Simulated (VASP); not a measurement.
The system is K2IF.

```
F I K
1.0
     2.16868    1.25209    7.30610
    -2.16868    1.25209    7.30610
     0.00000   -2.50417    7.30610
F I K
1 1 2
Direct
  0.00000 0.00000 0.00000
  0.50000 0.50000 0.50000
  0.27250 0.27250 0.27250
  0.72750 0.72750 0.72750
```

Base run:

| Item | Value |
| --- | --- |
| Program | VASP 6.6.1 |
| Functional | r2SCAN |
| Potentials or basis | VASP PAW PBE potentials, release 64 (F, I, K_sv) |
| Cutoff | 520 eV |
| k mesh | 8 × 8 × 8 |
| Occupations | gaussian, width 0.01 eV |
| Spin | no spin polarisation |

Its results: band gap on the k mesh 3.63 eV; pressure 0.0 GPa; largest force 0.004 eV/Å.

Q: The run is repeated on the same cell with these changes: functional from r2SCAN to PBE; k mesh from 8 × 8 × 8 to 4 × 4 × 4. What comes out?

A: Band gap on the k mesh 3.09 eV; pressure 0.9 GPa; largest force 0.084 eV/Å.

Several settings changed at once.

Caveats: some runs use coarse meshes; spin-orbit coupling is left out, which moves the levels of the heavy elements; the PAW data sets were made with another functional, which shifts forces and pressure a little (at least some runs).

A k mesh can miss the band edges.
